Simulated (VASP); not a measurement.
# CuH2 (Pnnm) in VASP: relaxation of cell and atoms with PBE

Aim: the relaxation of cell and atoms of CuH2 with PBE.

Everything below comes from runs of VASP 6.6.1. Logs are shortened: lines on timing, memory, paths and dates and some standing lists are left out, and cuts for length are marked.

## Step 1: The cell of the first run

It takes space group Pnnm (No. 58, orthorhombic). Conventional cell: a = 5.005 Å, b = 5.592 Å, c = 3.229 Å, α = 90.00°, β = 90.00°, γ = 90.00°. Cu (site symmetry 2/m) has 6 H at 2.25 Å within 3.0 Å. H (site symmetry m) has 3 Cu at 2.25 Å within 3.0 Å.

## Step 2: Relaxation of cell and atoms, PBE (atoms taken out)

INCAR reads:

```
ALGO = Normal
EDIFF = 1E-7
EDIFFG = -0.04
ENCUT = 600
GGA = PE
IBRION = 2
ISIF = 3
ISMEAR = 0
LASPH = True
LCHARG = False
LREAL = False
LWAVE = False
NELM = 60
NSW = 90
PREC = Accurate
SIGMA = 0.1
```

KPOINTS reads:

```
k-points
0
Gamma
  4 4 6
```

POSCAR reads:

```
CuH2
1.0
    5.0046043200      0.0000000000      0.0000000000
    0.0000000000      5.5924057700      0.0000000000
    0.0000000000      0.0000000000      3.2287769800
Cu H
2 4
Direct
    0.0000000000      0.0000000000      0.0000000000
    0.5000000000      0.5000000000      0.5000000000
    0.7500000000      0.6666666700      0.0000000000
    0.7500000000      0.1666666700      0.5000000000
    0.2500000000      0.8333333300      0.5000000000
    0.2500000000      0.3333333300      0.0000000000
```

Potentials or basis: VASP PAW PBE potentials, release 64 (Cu, H).

Started as:

```sh
$ cat potpaw_PBE.64/Cu/POTCAR potpaw_PBE.64/H/POTCAR > POTCAR
$ mpirun -np 1 vasp_std > vasp.out
```

OUTCAR:

```text
EDIFF = 1E-7
   EDIFFG = -0.04
   ENCUT = 600
   GGA = PE
   IBRION = 2
   ISIF = 3
   ISMEAR = 0
   LASPH = True
   LREAL = False
   NELM = 60
   NSW = 90
   PREC = Accurate

 ion  position               nearest neighbor table
   1  0.000  0.000  0.000-
   2  0.500  0.500  0.500-
   3  0.750  0.667  0.000-
   4  0.750  0.167  0.500-
   5  0.250  0.833  0.500-
   6  0.250  0.333  0.000-

  LATTYP: Found a simple orthorhombic cell.
 ALAT       =     3.2287769800
 B/A-ratio  =     1.5500000003
 C/A-ratio  =     1.7320508058

  Lattice vectors:

 A1 = (   0.0000000000,   0.0000000000,   3.2287769800)
 A2 = (   5.0046043200,   0.0000000000,   0.0000000000)
 A3 = (   0.0000000000,   5.5924057700,   0.0000000000)

Analysis of symmetry for initial positions (statically):
=====================================================================
 Subroutine PRICEL returns:
 Original cell was already a primitive cell.

 Routine SETGRP: Setting up the symmetry group for a
 simple orthorhombic supercell.

 Subroutine GETGRP returns: Found  8 space group operations
 (whereof  4 operations were pure point group operations)
 out of a pool of  8 trial point group operations.

The static configuration has the point symmetry C_2h.
 The point group associated with its full space group is D_2h.

Analysis of symmetry for dynamics (positions and initial velocities):
=====================================================================
 Subroutine PRICEL returns:
 Original cell was already a primitive cell.

 Routine SETGRP: Setting up the symmetry group for a
 simple orthorhombic supercell.

 Subroutine GETGRP returns: Found  8 space group operations
 (whereof  4 operations were pure point group operations)
 out of a pool of  8 trial point group operations.

The dynamic configuration has the point symmetry C_2h.
 The point group associated with its full space group is D_2h.

 Subroutine INISYM returns: Found  8 space group operations
 (whereof  4 operations are pure point group operations),
 and found     1 'primitive' translations

----------------------------------------------------------------------------------------

                                     Primitive cell

  volume of cell :      90.3663

  direct lattice vectors                    reciprocal lattice vectors
     5.004604320  0.000000000  0.000000000     0.199815997  0.000000000  0.000000000
[... 77 lines left out ...]
   number of dos      NEDOS =    301   number of ions     NIONS =      6
   total plane-waves  NPLWV =  53760
   dimension x,y,z NGX =    40 NGY =   48 NGZ =   28
   dimension x,y,z NGXF=    80 NGYF=   96 NGZF=   56
   ions per type =               2   4
   NGX,Y,Z   is equivalent  to a cutoff of  13.29, 14.27, 14.42 a.u.
   NGXF,Y,Z  is equivalent  to a cutoff of  26.57, 28.54, 28.83 a.u.
 SYSTEM =  unknown system
   PREC   = accura    normal or accurate (medium, high low for compatibility)
   ISTART =      0    job   : 0-new  1-cont  2-samecut
   ICHARG =      2    charge: 1-file 2-atom 10-const
   ISPIN  =      1    spin polarized calculation?
   LNONCOLLINEAR =      F non collinear calculations
   LSORBIT =      F    spin-orbit coupling
   LASPH  =      T    aspherical Exc in radial PAW
   ENCUT  =  600.0 eV  44.10 Ry    6.64 a.u.  10.00 11.17  6.45*2*pi/ulx,y,z
   NELM   =     60;   NELMIN=  2; NELMDL= -5     # of ELM steps
   EDIFF  = 0.1E-06   stopping-criterion for ELM
   LREAL  =      F    real-space projection
   EDIFFG = -.4E-01   stopping-criterion for IOM
   NSW    =     90    number of steps for IOM
   IBRION =      2    ionic relax: 0-MD 1-quasi-New 2-CG
   NFREE  =      1    steps in history (QN), initial steepest desc. (CG)
   ISIF   =      3    stress and relaxation
   ISYM   =      2    0-nonsym 1-usesym 2-fastsym
   POTIM  = 0.5000    time-step for ionic-motion
   TEBEG  =    0.0;   TEEND  =   0.0 temperature during run
   PSTRESS=    0.0 pullay stress
   NELECT =      26.0000    total number of electrons
   NUPDOWN=      -1.0000    fix difference up-down
   EMIN   =  10.00;   EMAX   =-10.00  energy-range for DOS
   EFERMI =   0.00;   METHOD = LEGACY
   ISMEAR =     0;   SIGMA  =   0.10  broadening in eV -4-tet -1-fermi 0-gaus
   EFERMI_NEDOS =   21; number of points for ismear=-14 and -15
   IALGO  =     38    algorithm
   IMIX   =      4    mixing-type and parameters
     AMIX     =   0.40;   BMIX     =  1.00
     AMIX_MAG =   1.60;   BMIX_MAG =  1.00
  volume/ion in A,a.u.               =      15.06       101.64
  Fermi-wavevector in a.u.,A,eV,Ry     =   1.080763  2.042346 15.892266  1.168049
  Thomas-Fermi vector in A             =   2.216762
   LORBIT       =      0    0 simple, 1 ext, 2 COOP (PROOUT), +10 PAW based schemes
   GGA     = PE    functional components
   LHFCALC =     F    Hartree Fock is set to
   AEXX    =    0.0000 exact exchange contribution
   IVDW    =     0    specifies the selected vdW correction
   LEPSILON=     F    determine dielectric tensor
   LRPA    =     F    only Hartree local field effects (RPA)
 conjugate gradient relaxation of ions
 non-spin polarized calculation
 Gauss-broadening in eV      SIGMA  =   0.10
  energy-cutoff  :      600.00
  volume of cell :       90.37
 maximum number of plane-waves:      3036
 NGX is ok and might be reduce to    40
   NGX = 19   NGY = 23   NGZ = 13

--------------------------------------- Ionic step        1  -------------------------------------------

 number of electron      26.0000035 magnetization

 Free energy of the ion-electron system (eV)
  ---------------------------------------------------
  ext. energy  EPLUGINS =         0.00000000
  ---------------------------------------------------
  free energy    TOTEN  =       -14.41100811 eV

  energy without entropy =      -14.39304616  energy(sigma->0) =      -14.40202714

 E-fermi :  -1.2613     XC(G=0):  -7.7745

 val. band max:       -1.2746159110   @ k =   0.5000   0.0000   0.5000
 cond. band min:      -1.2405323163   @ k =   0.2500   0.0000   0.3333
 fundamental gap:      0.0340835947
 Fermi energy:        -1.2612988372
[... 1562 lines left out ...]
      6      -0.4266      2.00000
[... 9 lines left out ...]
     16       8.9977      0.00000
     17      11.8707      0.00000

 [... further k-points ...]

[... ionic steps 4 to 26 ...]

--------------------------------------- Ionic step       27  -------------------------------------------

 number of electron      25.9999999 magnetization

------------------------ aborting loop because EDIFF is reached ----------------------------------------
[... 75 lines left out ...]
--------------------------------------- Ionic step       29  -------------------------------------------

 number of electron      25.9999991 magnetization

 Free energy of the ion-electron system (eV)
  ---------------------------------------------------
  ext. energy  EPLUGINS =         0.00000000
  ---------------------------------------------------
  free energy    TOTEN  =       -19.41059852 eV

  energy without entropy =      -19.41059852  energy(sigma->0) =      -19.41059852

 E-fermi :   1.4446     XC(G=0):  -9.1184

 val. band max:        0.9593501139   @ k =   0.2500   0.2500   0.1667
 cond. band min:       1.9484082326   @ k =   0.5000   0.5000   0.3333
 fundamental gap:      0.9890581187
 Fermi energy:         1.4445664083
[... 513 lines left out ...]
  FREE ENERGIE OF THE ION-ELECTRON SYSTEM (eV)
  ---------------------------------------------------
  free  energy   TOTEN  =       -19.4105985158 eV

  energy  without entropy=      -19.4105985158  energy(sigma->0) =      -19.41059852

 reached required accuracy - stopping structural energy minimisation
```

OSZICAR:

```text
N       E                     dE             d eps       ncg     rms          rms(c)
DAV:   1     0.152877437789E+03    0.15288E+03   -0.12003E+04  1224   0.185E+03
DAV:   2    -0.903511725894E+01   -0.16191E+03   -0.15636E+03  1225   0.308E+02
DAV:   3    -0.175783080125E+02   -0.85432E+01   -0.82676E+01  1716   0.945E+01
[... 320 lines left out ...]
DAV:   5    -0.194105950630E+02   -0.10582E-04   -0.26864E-04  1662   0.285E-01    0.133E-02
DAV:   6    -0.194105981628E+02   -0.30998E-05   -0.14842E-05  1810   0.685E-02    0.398E-03
DAV:   7    -0.194105983728E+02   -0.21003E-06   -0.90166E-07  1573   0.260E-02    0.189E-03
DAV:   8    -0.194105984782E+02   -0.10534E-06   -0.10334E-07   670   0.101E-02    0.305E-04
DAV:   9    -0.194105985158E+02   -0.37654E-07   -0.43487E-08   622   0.253E-03
  29 F= -.19410599E+02 E0= -.19410599E+02  d E =-.265376E-02
```

Run time: 10 min. Hardware: 1 thread of AMD EPYC 9R45 (Zen 5), shared host; peak memory 0.24 GiB.

Results:

| Property | Result |
| --- | --- |
| Free energy | -19.4106 eV |
| Relaxed volume | 9.69 Å³/atom |
| Relaxed cell | a = 4.825 Å, b = 5.040 Å, c = 2.392 Å, α = 90.00°, β = 90.00°, γ = 90.00° |
| Space group after relaxing (to 0.1 Å) | Pnnm (No. 58) |
| Energy gained by relaxing | 833.3 meV/atom |
| Ionic steps | 29 |
| Pressure after relaxing | 0.2 GPa |
| Largest force after relaxing | 0.021 eV/Å |
| Band gap on the k mesh | zero (bands 13 and 14 overlap by 5.31 eV) |

Forces on the atoms (eV/Å):
```
Cu   0.000  0.000  0.000
Cu   0.000  0.000  0.000
H   -0.003  0.021  0.000
H    0.003  0.021  0.000
H   -0.003 -0.021  0.000
H    0.003 -0.021  0.000
```

Stress tensor (GPa, compression positive):
```
 0.06  0.00  0.00
 0.00  0.55  0.00
 0.00  0.00 -0.09
```

The path:
```tsv
step	energy change (eV)	largest force (eV/Å)	pressure (GPa)	volume (Å³)
1	0.0000	0.5892	-16.34	90.37
2	-2.1946	0.7333	-18.29	71.71
3	-1.3134	1.6209	95.94	31.20
4	-3.8754	0.7044	-15.67	57.42
5	-4.6799	0.2509	5.84	43.02
6	-4.7135	0.4115	-1.73	45.81
7	-4.7186	0.3711	0.17	45.02
8	-4.7139	0.3317	2.03	44.31
9	-4.7548	0.2905	0.21	45.13
10	-4.7689	0.2406	-1.66	46.09
11	-4.7989	0.1098	0.11	46.02
12	-4.8066	0.0096	1.34	45.97
13	-4.8071	0.0270	1.77	45.95
14	-4.8389	0.0344	2.12	46.82
15	-4.9075	0.0177	3.72	49.40
16	-4.7791	0.3724	9.70	54.38
17	-4.9189	0.0837	5.15	50.60
18	-4.9324	0.0619	4.49	51.35
19	-4.9613	0.0278	2.86	53.62
20	-4.9794	0.1440	0.50	58.31
21	-4.9795	0.1321	0.68	57.88
22	-4.9861	0.1198	0.35	57.94
23	-4.9943	0.0867	-0.42	58.10
24	-4.9943	0.0847	-0.51	58.11
25	-4.9963	0.0424	-0.09	57.93
26	-4.9969	0.0266	0.30	57.77
27	-4.9969	0.0285	0.34	57.76
28	-4.9977	0.0267	0.28	57.86
29	-4.9996	0.0211	0.17	58.16
```

Final structure:
```cif
data_structure
_symmetry_space_group_name_H-M 'P 1'
_symmetry_Int_Tables_number 1
_cell_length_a 4.8247
_cell_length_b 5.0397
_cell_length_c 2.3920
_cell_angle_alpha 90.000
_cell_angle_beta 90.000
_cell_angle_gamma 90.000
_cell_volume 58.16
loop_
_atom_site_label
_atom_site_type_symbol
_atom_site_fract_x
_atom_site_fract_y
_atom_site_fract_z
_atom_site_occupancy
Cu1 Cu 0.00000 0.00000 0.00000 1
Cu2 Cu 0.50000 0.50000 0.50000 1
H1 H 0.67974 0.63641 0.00000 1
H2 H 0.82026 0.13641 0.50000 1
H3 H 0.17974 0.86359 0.50000 1
H4 H 0.32026 0.36359 0.00000 1
```

Levels at points of the mesh, in eV from the Fermi level:
| k point | band 11 | band 12 | band 13 | band 14 | band 15 | band 16 |
| --- | --- | --- | --- | --- | --- | --- |
| (0.00, 0.00, 0.00) | -2.60 | -2.12 | -2.11 | -1.64 | 4.02 | 4.96 |
| (0.50, 0.00, 0.00) | -2.12 | -2.12 | -1.52 | -1.52 | 2.77 | 2.77 |
| (0.00, 0.50, 0.00) | -2.12 | -2.12 | -1.62 | -1.62 | 3.18 | 3.18 |
| (0.50, 0.50, 0.00) | -2.31 | -2.31 | -2.12 | -2.12 | 4.72 | 4.72 |
| (0.00, 0.00, 0.50) | -1.92 | -1.92 | 3.20 | 3.20 | 4.68 | 4.68 |
| (0.50, 0.00, 0.50) | -2.20 | -2.20 | 2.46 | 2.46 | 5.94 | 5.94 |
| (0.00, 0.50, 0.50) | -2.20 | -2.20 | 2.60 | 2.60 | 5.57 | 5.57 |
| (0.50, 0.50, 0.50) | -2.00 | -2.00 | 2.69 | 2.69 | 4.23 | 4.23 |

Caveat: the cell differs from its parent crystal (atoms taken out); the volume moved by over 15 % at a fixed basis, so the end points are rough.

The gap in the log of VASP goes by the Fermi energy; the results here count the filled bands.